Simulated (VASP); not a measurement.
# TiO2 (P1) in VASP: a series of runs

Runs on TiO2. Level: PBEsol. Tasks: single point.

All numbers are computed with VASP 6.6.1; they aren't measurements. Logs are shortened: lines on timing, memory, paths and dates and some standing lists are left out, and cuts for length are marked.

## 1. The cell of the first run

The typed cell holds 6 atoms: a = 3.827 Å, b = 3.827 Å, c = 5.472 Å, α = 109.89°, β = 109.89°, γ = 90.01°.

## 2. Single point, PBEsol

INCAR reads:

```
SYSTEM = TiO2
PREC = Accurate
ENCUT = 520
EDIFF = 1E-6
ISMEAR = 0
SIGMA = 0.01
LREAL = .False.
LASPH = .True.
NELM = 100
ALGO = Normal
ISIF = 2
LWAVE = .False.
LCHARG = .True.
GGA = PS
LELF = .True.
LVHAR = .True.
NBANDS = 33
```

KPOINTS reads:

```
regular mesh
0
Gamma
  6 6 4
  0 0 0
```

POSCAR reads:

```
TiO2
1.0
    2.7060340000     -2.7066550000      0.0000000000
    2.7060340000      2.7066550000      0.0000000000
   -2.6335310000      0.0000000000      4.7966370000
Ti O
2 4
Direct
    0.1156327747      0.8474127747      0.2500000000
    0.8658900000      0.1341100000      0.7500000000
    0.3312210000      0.0887550000      0.6671490000
    0.6687790000      0.9112450000      0.3328510000
    0.9112450000      0.6687790000      0.8328510000
    0.0887550000      0.3312210000      0.1671490000
```

Potentials or basis: VASP PAW PBE potentials, release 64 (Ti_sv, O).

Run with:

```bash
cat potpaw_PBE.64/Ti_sv/POTCAR potpaw_PBE.64/O/POTCAR > POTCAR
mpirun -np 1 vasp_std > vasp.out
```

OUTCAR:

```text
SYSTEM = TiO2
   PREC = Accurate
   ENCUT = 520
   EDIFF = 1E-6
   ISMEAR = 0
   LREAL = .False.
   LASPH = .True.
   NELM = 100
   ISIF = 2
   GGA = PS

 ion  position               nearest neighbor table
   1  0.116  0.847  0.250-   6 1.86   4 1.91   5 2.00   4 2.00   3 2.01   6 2.05
   2  0.866  0.134  0.750-   5 1.93   3 1.93   5 1.98   3 1.98   6 2.00   4 2.00
   3  0.331  0.089  0.667-   2 1.93   2 1.98   1 2.01
   4  0.669  0.911  0.333-   1 1.91   2 2.00   1 2.00
   5  0.911  0.669  0.833-   2 1.93   2 1.98   1 2.00
   6  0.089  0.331  0.167-   1 1.86   2 2.00   1 2.05

  LATTYP: Found a base centered monoclinic cell.
 ALAT       =     5.4120680000
 B/A-ratio  =     1.0002294871
 C/A-ratio  =     1.0110809974
 COS(beta)  =    -0.4812705001

  Lattice vectors:

 A1 = (   2.7060340000,  -2.7066550000,   0.0000000000)
 A2 = (   2.7060340000,   2.7066550000,   0.0000000000)
 A3 = (  -2.6335310000,   0.0000000000,   4.7966370000)

Analysis of symmetry for initial positions (statically):
=====================================================================
 Subroutine PRICEL returns:
 Original cell was already a primitive cell.

 Routine SETGRP: Setting up the symmetry group for a
 base centered monoclinic supercell.

 Subroutine GETGRP returns: Found  1 space group operations
 (whereof  1 operations were pure point group operations)
 out of a pool of  4 trial point group operations.

The static configuration has the point symmetry C_1 .

Analysis of symmetry for dynamics (positions and initial velocities):
=====================================================================
 Subroutine PRICEL returns:
 Original cell was already a primitive cell.

 Routine SETGRP: Setting up the symmetry group for a
 base centered monoclinic supercell.

 Subroutine GETGRP returns: Found  1 space group operations
 (whereof  1 operations were pure point group operations)
 out of a pool of  4 trial point group operations.

The dynamic configuration has the point symmetry C_1 .

 Subroutine INISYM returns: Found  1 space group operations
 (whereof  1 operations are pure point group operations),
 and found     1 'primitive' translations

----------------------------------------------------------------------------------------

                                     Primitive cell

  volume of cell :      70.2640

  direct lattice vectors                    reciprocal lattice vectors
     2.706034000 -2.706655000  0.000000000     0.184772253 -0.184729860  0.101446796
     2.706034000  2.706655000  0.000000000     0.184772253  0.184729860  0.101446796
    -2.633531000  0.000000000  4.796637000     0.000000000  0.000000000  0.208479399

  length of vectors
     3.827349122  3.827349122  5.472039111     0.280280858  0.280280858  0.208479399

  position of ions in fractional coordinates (direct lattice)
     0.115632775  0.847412775  0.250000000
     0.865890000  0.134110000  0.750000000
     0.331221000  0.088755000  0.667149000
     0.668779000  0.911245000  0.332851000
     0.911245000  0.668779000  0.832851000
     0.088755000  0.331221000  0.167149000

  ion indices of the primitive-cell ions
   primitive index   ion index
                 1           1
                 2           2
                 3           3
                 4           4
                 5           5
                 6           6

----------------------------------------------------------------------------------------

 KPOINTS: regular mesh

Automatic generation of k-mesh.
 Grid dimensions read from file:
 generate k-points for:    6    6    4

 Generating k-lattice:

  Cartesian coordinates                     Fractional coordinates (reciprocal lattice)
     0.030795376 -0.030788310  0.016907799     0.166666667  0.000000000  0.000000000
     0.030795376  0.030788310  0.016907799     0.000000000  0.166666667  0.000000000
     0.000000000  0.000000000  0.052119850     0.000000000  0.000000000  0.250000000

  Length of vectors
     0.046713476  0.046713476  0.052119850

  Shift w.r.t. Gamma in fractional coordinates (k-lattice)
     0.000000000  0.000000000  0.000000000

 Subroutine IBZKPT returns following result:
 ===========================================

 Found     76 irreducible k-points:

 Following reciprocal coordinates:
            Coordinates               Weight
  0.000000  0.000000  0.000000      1.000000
  0.166667  0.000000  0.000000      2.000000
 -0.000000 -0.166667 -0.000000      2.000000
  0.333333  0.000000  0.000000      2.000000
 -0.000000 -0.333333 -0.000000      2.000000
  0.500000  0.000000  0.000000      1.000000
[... 16 lines left out ...]
 -0.000000 -0.166667 -0.250000      2.000000
  0.333333  0.000000  0.250000      2.000000
 [... further k-points ...]
   k-points           NKPTS =     76   k-points in BZ     NKDIM =     76   number of bands    NBANDS=     33
   number of dos      NEDOS =    301   number of ions     NIONS =      6
   total plane-waves  NPLWV =  32928
   dimension x,y,z NGX =    28 NGY =   28 NGZ =   42
   dimension x,y,z NGXF=    56 NGYF=   56 NGZF=   84
   ions per type =               2   4
   NGX,Y,Z   is equivalent  to a cutoff of  12.16, 12.16, 12.76 a.u.
   NGXF,Y,Z  is equivalent  to a cutoff of  24.32, 24.32, 25.52 a.u.
 SYSTEM =  TiO2
   PREC   = accura    normal or accurate (medium, high low for compatibility)
   ISTART =      0    job   : 0-new  1-cont  2-samecut
   ICHARG =      2    charge: 1-file 2-atom 10-const
   ISPIN  =      1    spin polarized calculation?
   LNONCOLLINEAR =      F non collinear calculations
   LSORBIT =      F    spin-orbit coupling
   LASPH  =      T    aspherical Exc in radial PAW
   ENCUT  =  520.0 eV  38.22 Ry    6.18 a.u.   7.12  7.12 10.17*2*pi/ulx,y,z
   NELM   =    100;   NELMIN=  2; NELMDL= -5     # of ELM steps
   EDIFF  = 0.1E-05   stopping-criterion for ELM
   LREAL  =      F    real-space projection
   EDIFFG = 0.1E-04   stopping-criterion for IOM
   NSW    =      0    number of steps for IOM
   IBRION =     -1    ionic relax: 0-MD 1-quasi-New 2-CG
   NFREE  =      0    steps in history (QN), initial steepest desc. (CG)
   ISIF   =      2    stress and relaxation
   ISYM   =      2    0-nonsym 1-usesym 2-fastsym
   POTIM  = 0.5000    time-step for ionic-motion
   TEBEG  =    0.0;   TEEND  =   0.0 temperature during run
   PSTRESS=    0.0 pullay stress
   NELECT =      48.0000    total number of electrons
   NUPDOWN=      -1.0000    fix difference up-down
   EMIN   =  10.00;   EMAX   =-10.00  energy-range for DOS
   EFERMI =   0.00;   METHOD = LEGACY
   ISMEAR =     0;   SIGMA  =   0.01  broadening in eV -4-tet -1-fermi 0-gaus
   EFERMI_NEDOS =   21; number of points for ismear=-14 and -15
   IALGO  =     38    algorithm
   IMIX   =      4    mixing-type and parameters
     AMIX     =   0.40;   BMIX     =  1.00
     AMIX_MAG =   1.60;   BMIX_MAG =  1.00
  volume/ion in A,a.u.               =      11.71        79.03
  Fermi-wavevector in a.u.,A,eV,Ry     =   1.441820  2.724644 28.284385  2.078844
  Thomas-Fermi vector in A             =   2.560409
   LORBIT       =      0    0 simple, 1 ext, 2 COOP (PROOUT), +10 PAW based schemes
   GGA     = PS    functional components
   LHFCALC =     F    Hartree Fock is set to
   AEXX    =    0.0000 exact exchange contribution
   IVDW    =     0    specifies the selected vdW correction
   LEPSILON=     F    determine dielectric tensor
   LRPA    =     F    only Hartree local field effects (RPA)
 non-spin polarized calculation
 Gauss-broadening in eV      SIGMA  =   0.01
  energy-cutoff  :      520.00
  volume of cell :       70.26
 maximum number of plane-waves:      1908
   NGX = 15   NGY = 15   NGZ = 21

 number of electron      47.9999994 magnetization

 Free energy of the ion-electron system (eV)
  ---------------------------------------------------
  ext. energy  EPLUGINS =         0.00000000
  ---------------------------------------------------
  free energy    TOTEN  =       -56.14829908 eV

  energy without entropy =      -56.14829908  energy(sigma->0) =      -56.14829908

 E-fermi :   3.0408     XC(G=0): -10.8589

 val. band max:        2.9915989910   @ k =   0.5000   0.5000   0.0000
 cond. band min:       5.0659371657   @ k =   0.0000   0.0000   0.0000
 fundamental gap:      2.0743381748
 Fermi energy:         3.0407789974

 k-point     1 :       0.0000    0.0000    0.0000
  band No.  band energies     occupation
      1     -53.2394      2.00000
      2     -53.1546      2.00000
      3     -29.7807      2.00000
      4     -29.5585      2.00000
      5     -29.5569      2.00000
      6     -29.4877      2.00000
[... 25 lines left out ...]
     32       8.1007      0.00000
     33       8.1700      0.00000

 k-point     2 :       0.1667    0.0000    0.0000
  band No.  band energies     occupation
      1     -53.2373      2.00000
      2     -53.1558      2.00000
      3     -29.7744      2.00000
      4     -29.5845      2.00000
      5     -29.5597      2.00000
      6     -29.4857      2.00000
[... 25 lines left out ...]
     32       8.3999      0.00000
     33       8.7066      0.00000

 k-point     3 :      -0.0000   -0.1667   -0.0000
  band No.  band energies     occupation
      1     -53.2369      2.00000
      2     -53.1562      2.00000
      3     -29.7689      2.00000
      4     -29.5875      2.00000
      5     -29.5600      2.00000
      6     -29.4982      2.00000
[... 25 lines left out ...]
     32       8.3915      0.00000
     33       8.7445      0.00000

 k-point     4 :       0.3333    0.0000    0.0000
  band No.  band energies     occupation
      1     -53.2329      2.00000
      2     -53.1582      2.00000
      3     -29.7622      2.00000
      4     -29.6369      2.00000
      5     -29.5637      2.00000
      6     -29.5022      2.00000
[... 673 lines left out ...]
     32       8.5153      0.00000
     33       8.6072      0.00000

 k-point    23 :      -0.0000   -0.1667   -0.2500
  band No.  band energies     occupation
      1     -53.2306      2.00000
      2     -53.1626      2.00000
      3     -29.6835      2.00000
      4     -29.6163      2.00000
      5     -29.5714      2.00000
      6     -29.4995      2.00000
[... 25 lines left out ...]
     32       8.5206      0.00000
     33       8.6510      0.00000

 k-point    24 :       0.3333    0.0000    0.2500
  band No.  band energies     occupation
      1     -53.2292      2.00000
      2     -53.1620      2.00000
      3     -29.7217      2.00000
      4     -29.6398      2.00000
      5     -29.5723      2.00000
      6     -29.5169      2.00000
[... 25 lines left out ...]
     32       8.7532      0.00000
     33       8.9455      0.00000

 [... further k-points ...]
[... 5 lines left out ...]
  --------------------------------------------------------------------------------------
  -------------------------------------------------------------------------------------
  Total       -2.7489398     -2.7796421     -2.8749326      0.2812013      0.2567272     -0.1148485
  in kB      -62.6819955    -63.3820772    -65.5549138      6.4120202      5.8539558     -2.6188028
  external PRESSURE =     -63.8729955 kB  Pullay stress =       0.0000000 kB

 VOLUME and BASIS-vectors are now :
 -----------------------------------------------------------------------------
  energy-cutoff  :      520.00
  volume of cell :       70.26
      direct lattice vectors                 reciprocal lattice vectors
     2.706034000 -2.706655000  0.000000000     0.184772253 -0.184729860  0.101446796
     2.706034000  2.706655000  0.000000000     0.184772253  0.184729860  0.101446796
    -2.633531000  0.000000000  4.796637000     0.000000000  0.000000000  0.208479399

 POSITION                                       TOTAL-FORCE (eV/Angst)
 -----------------------------------------------------------------------------------
      1.94765      1.98068      1.19916         0.340402      0.132294      0.035185
      0.73089     -1.98068      3.59748         0.031347     -0.063566     -0.132171
     -0.62049     -0.65627      3.20007        -0.064181     -0.034886     -0.192243
      3.39903      0.65627      1.59657        -0.093359      0.055987      0.228919
      2.08226     -0.65627      3.99488        -0.086630     -0.047898      0.252625
      0.69628      0.65627      0.80175        -0.127579     -0.041931     -0.192316
 -----------------------------------------------------------------------------------
    total drift:                               -0.000232      0.000010      0.000015

  FREE ENERGIE OF THE ION-ELECTRON SYSTEM (eV)
  ---------------------------------------------------
  free  energy   TOTEN  =       -56.1482990757 eV

  energy  without entropy=      -56.1482990757  energy(sigma->0) =      -56.14829908
```

Run time: 5.6 min. Hardware: 1 thread of Intel Xeon 8259CL, shared host; peak memory 0.26 GiB.

What came out:

```yaml
Free_energy: -56.1483 eV
Pressure: -6.4 GPa
Largest_force: 0.367 eV/Å
Band_gap_on_the_k_mesh: 2.07 eV (least direct gap 2.42 eV)
```

Forces on the atoms (eV/Å):
```
Ti   0.340  0.132  0.035
Ti   0.031 -0.064 -0.132
O   -0.064 -0.035 -0.192
O   -0.093  0.056  0.229
O   -0.087 -0.048  0.253
O   -0.128 -0.042 -0.192
```

Levels at points of the mesh, in eV from the valence-band top:
| k point | band 20 | band 21 | band 22 | band 23 | band 24 | band 25 | band 26 | band 27 | band 28 | band 29 |
| --- | --- | --- | --- | --- | --- | --- | --- | --- | --- | --- |
| (0.00, 0.00, 0.00) | -0.84 | -0.79 | -0.76 | -0.52 | -0.44 | 2.07 | 2.79 | 3.78 | 3.80 | 3.86 |
| (0.50, 0.00, 0.00) | -1.95 | -1.86 | -0.95 | -0.89 | -0.65 | 3.10 | 3.45 | 3.45 | 3.53 | 4.20 |
| (0.00, 0.50, 0.00) | -2.03 | -1.87 | -0.91 | -0.86 | -0.62 | 3.22 | 3.28 | 3.29 | 3.73 | 4.06 |
| (0.50, 0.50, 0.00) | -2.44 | -2.19 | -1.88 | -0.06 | 0.00 | 3.19 | 3.24 | 3.54 | 3.87 | 4.69 |
| (0.00, 0.00, 0.50) | -1.35 | -1.23 | -1.22 | -0.22 | -0.15 | 2.35 | 2.48 | 3.62 | 3.66 | 4.00 |
| (0.50, 0.00, 0.50) | -1.99 | -1.85 | -0.94 | -0.90 | -0.65 | 3.13 | 3.34 | 3.44 | 3.55 | 4.16 |
| (0.00, 0.50, 0.50) | -1.97 | -1.76 | -0.89 | -0.85 | -0.64 | 2.94 | 3.38 | 3.53 | 3.62 | 4.23 |
| (0.50, 0.50, 0.50) | -2.48 | -2.13 | -1.97 | -0.05 | -0.01 | 3.22 | 3.26 | 3.55 | 3.84 | 4.68 |

Caveat: the cell stands under tension; the PAW data sets were made with another functional, which shifts forces and pressure a little.

## 3. Single point, PBEsol

INCAR reads:

```
PREC = Accurate
ENCUT = 520
EDIFF = 1E-6
ISMEAR = 0
SIGMA = 0.01
LREAL = F
LASPH = T
NELM = 80
ALGO = Normal
ISIF = 2
LWAVE = F
LCHARG = F
GGA = PS
NBANDS = 33
```

KPOINTS reads:

```
Automatic mesh
0
Gamma
  6 6 4
```

POSCAR: that of step 2 with these lines changed.

```diff
@@ -8,3 +8,3 @@
 Direct
-    0.1156327747      0.8474127747      0.2500000000
+    0.1525872253      0.8843672253      0.2500000000
     0.8658900000      0.1341100000      0.7500000000
```

Potentials or basis: VASP PAW PBE potentials, release 64 (Ti_sv, O).

Run with:

```bash
cat potpaw_PBE.64/Ti_sv/POTCAR potpaw_PBE.64/O/POTCAR > POTCAR
mpirun -np 1 vasp_std > vasp.out
```

It took 5.6 min on 1 thread of Intel Xeon 8259CL, shared host; peak memory 0.26 GiB.

Results (log left out):

```yaml
Free_energy: -56.1483 eV
Pressure: -6.4 GPa
Largest_force: 0.367 eV/Å
Band_gap_on_the_k_mesh: 2.07 eV (least direct gap 2.42 eV)
```

Forces in eV/Å, atoms in the order of the input:
```
Ti  -0.341  0.132 -0.035
Ti  -0.031 -0.064  0.132
O    0.087 -0.048 -0.252
O    0.128 -0.042  0.192
O    0.064 -0.035  0.192
O    0.093  0.056 -0.229
```

Stress tensor (GPa, compression positive):
```
-6.29 -0.64 -0.26
-0.64 -6.36 -0.59
-0.26 -0.59 -6.58
```

Levels at points of the mesh, in eV from the valence-band top:
```tsv
k point	band 22	band 23	band 24	band 25	band 26	band 27
(0.00, 0.00, 0.00)	-0.76	-0.52	-0.44	2.07	2.79	3.78
(0.50, 0.00, 0.00)	-0.91	-0.86	-0.62	3.22	3.28	3.29
(0.00, 0.50, 0.00)	-0.95	-0.89	-0.65	3.10	3.45	3.45
(0.50, 0.50, 0.00)	-1.88	-0.06	0.00	3.19	3.24	3.54
(0.00, 0.00, 0.50)	-1.22	-0.22	-0.15	2.35	2.48	3.62
(0.50, 0.00, 0.50)	-0.89	-0.85	-0.64	2.94	3.38	3.53
(0.00, 0.50, 0.50)	-0.94	-0.90	-0.65	3.13	3.34	3.44
(0.50, 0.50, 0.50)	-1.97	-0.05	-0.01	3.22	3.26	3.55
```

Caveat: the cell stands under tension; the PAW data sets were made with another functional, which shifts forces and pressure a little.
